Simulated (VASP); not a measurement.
# Zr2B3 (Pm-3m) in VASP: further runs, part 2 of 2

VASP 6.6.1.

## 4. Relaxation of cell and atoms, PBE

INCAR reads:

```
ALGO = Normal
EDIFF = 1E-7
EDIFFG = -0.04
ENCUT = 600
GGA = PE
IBRION = 2
ISIF = 3
ISMEAR = 0
LASPH = T
LCHARG = F
LREAL = F
LWAVE = F
NELM = 100
NSW = 90
PREC = Accurate
SIGMA = 0.1
```

KPOINTS reads:

```
k-points
0
Gamma
  4 4 4
```

POSCAR reads:

```
Zr2B3
1.0
    3.9970270900      0.0000000000      0.0000000000
    0.0000000000      3.9970270900      0.0000000000
    0.0000000000      0.0000000000      3.9970270900
Zr B
2 3
Direct
    0.0000000000      0.0000000000      0.0000000000
    0.5000000000      0.5000000000      0.5000000000
    0.5000000000      0.0000000000      0.0000000000
    0.0000000000      0.5000000000      0.0000000000
    0.0000000000      0.0000000000      0.5000000000
```

Potentials or basis: VASP PAW PBE potentials, release 64 (Zr_sv, B).

Command:

```console
$ cat potpaw_PBE.64/Zr_sv/POTCAR potpaw_PBE.64/B/POTCAR > POTCAR
$ mpirun -np 1 vasp_std > vasp.out
```

OUTCAR:

```text
EDIFF = 1E-7
   EDIFFG = -0.04
   ENCUT = 600
   GGA = PE
   IBRION = 2
   ISIF = 3
   ISMEAR = 0
   LASPH = T
   LREAL = F
   NELM = 100
   NSW = 90
   PREC = Accurate

 ion  position               nearest neighbor table
   1  0.000  0.000  0.000-   3 2.00   4 2.00   5 2.00   5 2.00   4 2.00   3 2.00   2 3.46   2 3.46
                             2 3.46   2 3.46   2 3.46   2 3.46   2 3.46   2 3.46
   2  0.500  0.500  0.500-   3 2.83   4 2.83   5 2.83   3 2.83   4 2.83   3 2.83   5 2.83   3 2.83
                             4 2.83   5 2.83   4 2.83   5 2.83   1 3.46   1 3.46   1 3.46   1 3.46
   3  0.500  0.000  0.000-   1 2.00   1 2.00   2 2.83   2 2.83   2 2.83   2 2.83
   4  0.000  0.500  0.000-   1 2.00   1 2.00   2 2.83   2 2.83   2 2.83   2 2.83
   5  0.000  0.000  0.500-   1 2.00   1 2.00   2 2.83   2 2.83   2 2.83   2 2.83

  LATTYP: Found a simple cubic cell.
 ALAT       =     3.9970270900

  Lattice vectors:

 A1 = (   3.9970270900,   0.0000000000,   0.0000000000)
 A2 = (   0.0000000000,   3.9970270900,   0.0000000000)
[... 177 lines left out ...]
  Total        9.1598793      9.1598793      9.1598793     -0.0000000     -0.0000000     -0.0000000
  in kB      229.8206561    229.8206561    229.8206561     -0.0000000     -0.0000000     -0.0000000
  external PRESSURE =     229.8206561 kB  Pullay stress =       0.0000000 kB
[... 65 lines left out ...]
--------------------------------------- Ionic step        3  -------------------------------------------

 number of electron      33.0000002 magnetization

 Free energy of the ion-electron system (eV)
  ---------------------------------------------------
  ext. energy  EPLUGINS =         0.00000000
  ---------------------------------------------------
  free energy    TOTEN  =       -32.20888275 eV

  energy without entropy =      -32.20462737  energy(sigma->0) =      -32.20675506

 E-fermi :   7.1902     XC(G=0): -10.8780

 val. band max:        7.0932362721   @ k =   0.5000   0.0000   0.0000
 cond. band min:       7.3159203103   @ k =   0.5000   0.2500   0.2500
 fundamental gap:      0.2226840382
 Fermi energy:         7.1901643380

 k-point     1 :       0.0000    0.0000    0.0000
  band No.  band energies     occupation
      1     -43.3317      2.00000
      2     -40.1118      2.00000
      3     -21.2202      2.00000
      4     -21.2202      2.00000
      5     -21.2202      2.00000
      6     -18.5968      2.00000
[... 251 lines left out ...]
  FREE ENERGIE OF THE ION-ELECTRON SYSTEM (eV)
  ---------------------------------------------------
  free  energy   TOTEN  =       -32.2088827463 eV

  energy  without entropy=      -32.2046273684  energy(sigma->0) =      -32.20675506

 reached required accuracy - stopping structural energy minimisation
```

OSZICAR:

```text
N       E                     dE             d eps       ncg     rms          rms(c)
DAV:   1     0.296417222794E+03    0.29642E+03   -0.19023E+04   400   0.179E+03
DAV:   2    -0.133765300040E+02   -0.30979E+03   -0.30097E+03   504   0.436E+02
DAV:   3    -0.357708494733E+02   -0.22394E+02   -0.21481E+02   688   0.925E+01
[... 39 lines left out ...]
DAV:   9    -0.322088819921E+02   -0.34855E-05   -0.12099E-05   508   0.273E-02    0.688E-03
DAV:  10    -0.322088820803E+02   -0.88226E-07   -0.12731E-06   572   0.875E-03    0.362E-03
DAV:  11    -0.322088822981E+02   -0.21778E-06   -0.41928E-07   408   0.317E-03    0.190E-03
DAV:  12    -0.322088828110E+02   -0.51288E-06   -0.82639E-08   256   0.269E-03    0.569E-04
DAV:  13    -0.322088827463E+02    0.64686E-07   -0.15567E-08   236   0.103E-03
   3 F= -.32208883E+02 E0= -.32206755E+02  d E =-.726692E+00
```

CONTCAR:

```text
Zr2B3
   1.00000000000000
     4.2239132958630821   -0.0000000000000000   -0.0000000000000000
    -0.0000000000000000    4.2239132958630821   -0.0000000000000000
     0.0000000000000000   -0.0000000000000000    4.2239132958630821
  Zr              B
     2     3
Direct
     0.0000000000000000    0.0000000000000000    0.0000000000000000
     0.5000000000000000    0.5000000000000000    0.5000000000000000
     0.5000000000000000    0.0000000000000000    0.0000000000000000
     0.0000000000000000    0.5000000000000000    0.0000000000000000
     0.0000000000000000    0.0000000000000000    0.5000000000000000

  0.00000000E+00  0.00000000E+00  0.00000000E+00
  0.00000000E+00  0.00000000E+00  0.00000000E+00
  0.00000000E+00  0.00000000E+00  0.00000000E+00
  0.00000000E+00  0.00000000E+00  0.00000000E+00
  0.00000000E+00  0.00000000E+00  0.00000000E+00
```

It took 45 s on 1 thread of Intel Xeon 6975P-C, shared host; peak memory 0.18 GiB.

Results:

```
Free energy                            : -32.2089 eV
Relaxed volume                         : 15.07 Å³/atom
Relaxed cell                           : a = 4.224 Å, b = 4.224 Å, c = 4.224 Å, α = 90.00°, β = 90.00°, γ = 90.00°
Space group after relaxing (to 0.05 Å) : Pm-3m (No. 221)
Energy gained by relaxing              : 145.3 meV/atom
Ionic steps                            : 3
Pressure after relaxing                : -0.1 GPa
```

Step by step:
```csv
step,energy change (eV),largest force (eV/Å),pressure (GPa),volume (Å³)
1,0.0000,0.0000,22.98,63.86
2,-0.5492,0.0000,-7.52,82.33
3,-0.7267,0.0000,-0.10,75.36
```

Final structure:
```yaml
crystal:
  lattice:
    - [4.22391, 0.00000, 0.00000]
    - [0.00000, 4.22391, 0.00000]
    - [0.00000, 0.00000, 4.22391]
  atoms:
    - { symbol: Zr, position: [0.00000, 0.00000, 0.00000] }
    - { symbol: Zr, position: [0.50000, 0.50000, 0.50000] }
    - { symbol: B, position: [0.50000, 0.00000, 0.00000] }
    - { symbol: B, position: [0.00000, 0.50000, 0.00000] }
    - { symbol: B, position: [0.00000, 0.00000, 0.50000] }
```

Caveat: the k points lie up to 0.37 Å⁻¹ apart in the final cell; the volume moved by over 15 % at a fixed basis, so the end points are rough.

## 5. Single point, PBE, collinear spin, ferromagnetic start

This run uses another cell than the first one, of 15.03 Å³/atom, 1.176 times its volume.

INCAR reads:

```
SYSTEM = Zr2B3
PREC = Accurate
ENCUT = 520
EDIFF = 1E-7
ISMEAR = 0
SIGMA = 0.1
LREAL = .FALSE.
LASPH = .TRUE.
NELM = 150
ALGO = Normal
ISIF = 2
LWAVE = .FALSE.
LCHARG = .FALSE.
ISPIN = 2
MAGMOM = 1 1 0 0 0
LORBIT = 11
LMAXMIX = 4
GGA = PE
NBANDS = 28
```

KPOINTS reads:

```
Automatic mesh
0
G
  4 4 4
  0 0 0
```

Edit POSCAR of step 4 so:

```diff
@@ -2,5 +2,5 @@
 1.0
-    3.9970270900      0.0000000000      0.0000000000
-    0.0000000000      3.9970270900      0.0000000000
-    0.0000000000      0.0000000000      3.9970270900
+    4.2195359464      0.0000000000      0.0000000000
+    0.0000000000      4.2195359464      0.0000000000
+    0.0000000000      0.0000000000      4.2195359464
 Zr B
```

Command:

```console
$ cat potpaw_PBE.64/Zr_sv/POTCAR potpaw_PBE.64/B/POTCAR > POTCAR
$ mpirun -np 1 vasp_std > vasp.out
```

Run time: 41 s. Hardware: 1 thread of Intel Xeon 6975P-C, shared host; peak memory 0.21 GiB.

The run converged. Its results:

| Property | Result |
| --- | --- |
| Free energy | -32.2129 eV |
| Pressure | 0.2 GPa |
| Net moment | 0.00 μB per cell |
| Valence electrons inside the program's atomic spheres | Zr 10.72, 9.40; B 1.70 |

Levels at points of the mesh, in eV from the Fermi level:
Spin up:
| k point | band 13 | band 14 | band 15 | band 16 | band 17 | band 18 | band 19 | band 20 | band 21 | band 22 |
| --- | --- | --- | --- | --- | --- | --- | --- | --- | --- | --- |
| (0.00, 0.00, 0.00) | -1.30 | -1.30 | -0.11 | -0.11 | -0.11 | 0.43 | 0.43 | 1.32 | 1.32 | 1.32 |
| (0.50, 0.00, 0.00) | -2.23 | -2.00 | -2.00 | -1.95 | -1.95 | -0.10 | 0.71 | 1.63 | 1.95 | 3.16 |
| (0.50, 0.50, 0.00) | -2.89 | -2.89 | -2.70 | -2.56 | 0.45 | 0.45 | 1.04 | 1.13 | 2.22 | 2.25 |
| (0.50, 0.50, 0.50) | -4.33 | -4.33 | -2.73 | -2.52 | -2.52 | 1.54 | 1.54 | 2.13 | 2.42 | 2.42 |
Spin down:
```csv
k point,band 14,band 15,band 16,band 17,band 18,band 19,band 20,band 21
"(0.00, 0.00, 0.00)",-1.30,-0.11,-0.11,-0.11,0.43,0.43,1.32,1.32
"(0.50, 0.00, 0.00)",-2.00,-2.00,-1.95,-1.95,-0.10,0.71,1.63,1.95
"(0.50, 0.50, 0.00)",-2.89,-2.70,-2.56,0.45,0.45,1.04,1.13,2.22
"(0.50, 0.50, 0.50)",-4.33,-2.73,-2.52,-2.52,1.54,1.54,2.13,2.42
```

Caveat: the k points lie up to 0.37 Å⁻¹ apart.

## 6. Single point, PBE

This run uses another cell than the first one, of 15.06 Å³/atom, 1.179 times its volume.

INCAR reads:

```
SYSTEM = Zr2B3
PREC = Accurate ; ENCUT = 520
EDIFF = 1E-7 ; ISMEAR = 0
SIGMA = 0.1 ; LREAL = .FALSE.
LASPH = .TRUE. ; NELM = 100
ALGO = Normal ; ISIF = 2
LWAVE = .FALSE. ; LCHARG = .FALSE.
GGA = PE ; NBANDS = 24
```

KPOINTS reads:

```
Automatic mesh
0
G
  10 10 10
  0 0 0
```

Edit POSCAR of step 5 so:

```diff
@@ -2,5 +2,5 @@
 1.0
-    4.2195359464      0.0000000000      0.0000000000
-    0.0000000000      4.2195359464      0.0000000000
-    0.0000000000      0.0000000000      4.2195359464
+    4.2230287841      0.0000000000      0.0000000000
+    0.0000000000      4.2230287841      0.0000000000
+    0.0000000000      0.0000000000      4.2230287841
 Zr B
```

Potentials or basis: VASP PAW PBE potentials, release 64 (Zr_sv, B).

Command:

```console
$ cat potpaw_PBE.64/Zr_sv/POTCAR potpaw_PBE.64/B/POTCAR > POTCAR
$ mpirun -np 1 vasp_std > vasp.out
```

Wall time 76 s (1 thread of Intel Xeon 6975P-C, shared host); peak memory 0.23 GiB.

The run converged. Its results:

- Free energy: -32.2369 eV
- Pressure: 0.0 GPa

Levels at points of the mesh, in eV from the Fermi level:
```tsv
k point	band 15	band 16	band 17	band 18	band 19	band 20
(0.00, 0.00, 0.00)	0.02	0.02	0.02	0.55	0.55	1.45
(0.50, 0.00, 0.00)	-1.87	-1.81	-1.81	0.03	0.83	1.79
(0.50, 0.50, 0.00)	-2.55	-2.40	0.58	0.58	1.15	1.24
(0.50, 0.50, 0.50)	-2.59	-2.36	-2.36	1.64	1.64	2.25
```

## 7. Relaxation of cell and atoms, PBE

This run uses another cell than the first one, of 15.03 Å³/atom, 1.176 times its volume.

INCAR reads:

```
PREC = Accurate ; ENCUT = 600
EDIFF = 1E-6 ; ISMEAR = 0
SIGMA = 0.1 ; LREAL = F
LASPH = T ; NELM = 80
ALGO = Normal ; ISIF = 3
LWAVE = F ; LCHARG = F
GGA = PE ; IBRION = 2
NSW = 100 ; EDIFFG = -0.01
```

KPOINTS reads:

```
Automatic mesh
0
Gamma
  10 10 10
```

Edit POSCAR of step 6 so:

```diff
@@ -2,5 +2,5 @@
 1.0
-    4.2230287841      0.0000000000      0.0000000000
-    0.0000000000      4.2230287841      0.0000000000
-    0.0000000000      0.0000000000      4.2230287841
+    4.2195359464      0.0000000000      0.0000000000
+    0.0000000000      4.2195359464      0.0000000000
+    0.0000000000      0.0000000000      4.2195359464
 Zr B
```

Potentials or basis: VASP PAW PBE potentials, release 64 (Zr_sv, B).

Command:

```console
$ cat potpaw_PBE.64/Zr_sv/POTCAR potpaw_PBE.64/B/POTCAR > POTCAR
$ mpirun -np 1 vasp_std > vasp.out
```

OUTCAR:

```text
PREC = Accurate
   ENCUT = 600
   EDIFF = 1E-6
   ISMEAR = 0
   LREAL = F
   LASPH = T
   NELM = 80
   ISIF = 3
   GGA = PE
   IBRION = 2
   NSW = 100
   EDIFFG = -0.01

 ion  position               nearest neighbor table
   1  0.000  0.000  0.000-   3 2.11   4 2.11   5 2.11   5 2.11   4 2.11   3 2.11   2 3.65   2 3.65
                             2 3.65   2 3.65   2 3.65   2 3.65   2 3.65   2 3.65
   2  0.500  0.500  0.500-   3 2.98   4 2.98   5 2.98   3 2.98   4 2.98   3 2.98   5 2.98   3 2.98
                             4 2.98   5 2.98   4 2.98   5 2.98   1 3.65   1 3.65   1 3.65   1 3.65
   3  0.500  0.000  0.000-   1 2.11   1 2.11   2 2.98   2 2.98   2 2.98   2 2.98
   4  0.000  0.500  0.000-   1 2.11   1 2.11   2 2.98   2 2.98   2 2.98   2 2.98
   5  0.000  0.000  0.500-   1 2.11   1 2.11   2 2.98   2 2.98   2 2.98   2 2.98

  LATTYP: Found a simple cubic cell.
 ALAT       =     4.2195359464

  Lattice vectors:

 A1 = (   4.2195359464,   0.0000000000,   0.0000000000)
 A2 = (   0.0000000000,   4.2195359464,   0.0000000000)
 A3 = (   0.0000000000,   0.0000000000,   4.2195359464)

Analysis of symmetry for initial positions (statically):
=====================================================================
 Subroutine PRICEL returns:
 Original cell was already a primitive cell.
[... 185 lines left out ...]
  -------------------------------------------------------------------------------------
  Total        0.1327372      0.1327372      0.1327372      0.0000000      0.0000000     -0.0000000
  in kB        2.8307994      2.8307994      2.8307994      0.0000000      0.0000000     -0.0000000
  external PRESSURE =       2.8307994 kB  Pullay stress =       0.0000000 kB
[... 65 lines left out ...]
--------------------------------------- Ionic step        3  -------------------------------------------

 number of electron      33.0000000 magnetization

 Free energy of the ion-electron system (eV)
  ---------------------------------------------------
  ext. energy  EPLUGINS =         0.00000000
  ---------------------------------------------------
  free energy    TOTEN  =       -32.23818394 eV

  energy without entropy =      -32.23282661  energy(sigma->0) =      -32.23550528

 E-fermi :   7.0681     XC(G=0): -10.8796

 val. band max:        7.0401570889   @ k =   0.1000   0.0000   0.0000
 cond. band min:       7.0915768735   @ k =   0.0000   0.0000   0.0000
 fundamental gap:      0.0514197846
 Fermi energy:         7.0680953070

 k-point     1 :       0.0000    0.0000    0.0000
  band No.  band energies     occupation
      1     -43.3360      2.00000
      2     -40.0674      2.00000
      3     -21.2260      2.00000
      4     -21.2260      2.00000
      5     -21.2260      2.00000
      6     -18.5547      2.00000
[... 541 lines left out ...]
     19       7.8965      0.00000
     20       9.1270      0.00000

 [... further k-points ...]

------------------------ aborting loop because EDIFF is reached ----------------------------------------

  FORCE on cell =-STRESS in cart. coord.  units (eV):
  Direction    XX          YY          ZZ          XY          YZ          ZX
  --------------------------------------------------------------------------------------
  -------------------------------------------------------------------------------------
  Total       -0.0004615     -0.0004615     -0.0004615      0.0000000      0.0000000     -0.0000000
  in kB       -0.0098159     -0.0098159     -0.0098159      0.0000000      0.0000000     -0.0000000
  external PRESSURE =      -0.0098159 kB  Pullay stress =       0.0000000 kB
[... 20 lines left out ...]
  FREE ENERGIE OF THE ION-ELECTRON SYSTEM (eV)
  ---------------------------------------------------
  free  energy   TOTEN  =       -32.2381839382 eV

  energy  without entropy=      -32.2328266147  energy(sigma->0) =      -32.23550528

 reached required accuracy - stopping structural energy minimisation
```

CONTCAR:

```text
Zr2B3
   1.00000000000000
     4.2233000227108528    0.0000000000000000   -0.0000000000000000
     0.0000000000000000    4.2233000227108528    0.0000000000000000
    -0.0000000000000000    0.0000000000000000    4.2233000227108528
  Zr              B
     2     3
Direct
     0.0000000000000000    0.0000000000000000    0.0000000000000000
     0.5000000000000000    0.5000000000000000    0.5000000000000000
     0.5000000000000000    0.0000000000000000    0.0000000000000000
     0.0000000000000000    0.5000000000000000    0.0000000000000000
     0.0000000000000000    0.0000000000000000    0.5000000000000000

  0.00000000E+00  0.00000000E+00  0.00000000E+00
  0.00000000E+00  0.00000000E+00  0.00000000E+00
  0.00000000E+00  0.00000000E+00  0.00000000E+00
  0.00000000E+00  0.00000000E+00  0.00000000E+00
  0.00000000E+00  0.00000000E+00  0.00000000E+00
```

It took 3 min on 1 thread of Intel Xeon 6975P-C, shared host; peak memory 0.27 GiB.

Results:

```
Free energy                            : -32.2382 eV
Relaxed volume                         : 15.07 Å³/atom
Relaxed cell                           : a = 4.223 Å, b = 4.223 Å, c = 4.223 Å, α = 90.00°, β = 90.00°, γ = 90.00°
Space group after relaxing (to 0.05 Å) : Pm-3m (No. 221)
Energy gained by relaxing              : 0.0 meV/atom
Ionic steps                            : 3
Pressure after relaxing                : 0.0 GPa
```

The path:
```csv
step,energy change (eV),largest force (eV/Å),pressure (GPa),volume (Å³)
1,0.0000,0.0000,0.28,75.13
2,-0.0001,0.0000,-0.12,75.42
3,-0.0002,0.0000,0.00,75.33
```

Final structure:
```xyz
5
Lattice="4.2233 0.0000 0.0000 0.0000 4.2233 0.0000 0.0000 0.0000 4.2233" Properties=species:S:1:pos:R:3 pbc="T T T"
Zr    0.0000    0.0000    0.0000
Zr    2.1117    2.1117    2.1117
B     2.1117    0.0000    0.0000
B     0.0000    2.1117    0.0000
B     0.0000    0.0000    2.1117
```

## 8. Overview

| task | spin | cell | k mesh | cutoff (eV) | gap on the mesh (eV) | pressure (GPa) | relaxed volume (Å³/atom) |
| --- | --- | --- | --- | --- | --- | --- | --- |
| single point | off | a = 3.997 Å, 5 atoms | 4 × 4 × 4 | 520 | none | 23.0 | - |
| single point | off | a = 4.220 Å, 5 atoms | 4 × 4 × 4 | 520 | none | 0.2 | - |
| relaxation of cell and atoms | off | relaxed from a = 3.997 Å, 5 atoms | 4 × 4 × 4 | 600 | none | -0.1 | 15.07 |
| single point | collinear, ferromagnetic start | a = 4.220 Å, 5 atoms | 4 × 4 × 4 | 520 | none | 0.2 | - |
| single point | off | a = 4.223 Å, 5 atoms | 10 × 10 × 10 | 520 | none | 0.0 | - |
| relaxation of cell and atoms | off | relaxed from a = 4.220 Å, 5 atoms | 10 × 10 × 10 | 600 | none | 0.0 | 15.07 |

Alike in all rows: level PBE; potentials or basis VASP PAW PBE potentials, release 64 (Zr_sv, B); smearing gaussian 0.1 eV.

Caveats: some runs use coarse meshes; the volume moved by over 15 % at a fixed basis, so the end points are rough (some runs).

Total energies depend on the potentials used, so only differences within one code and one set of settings carry meaning.
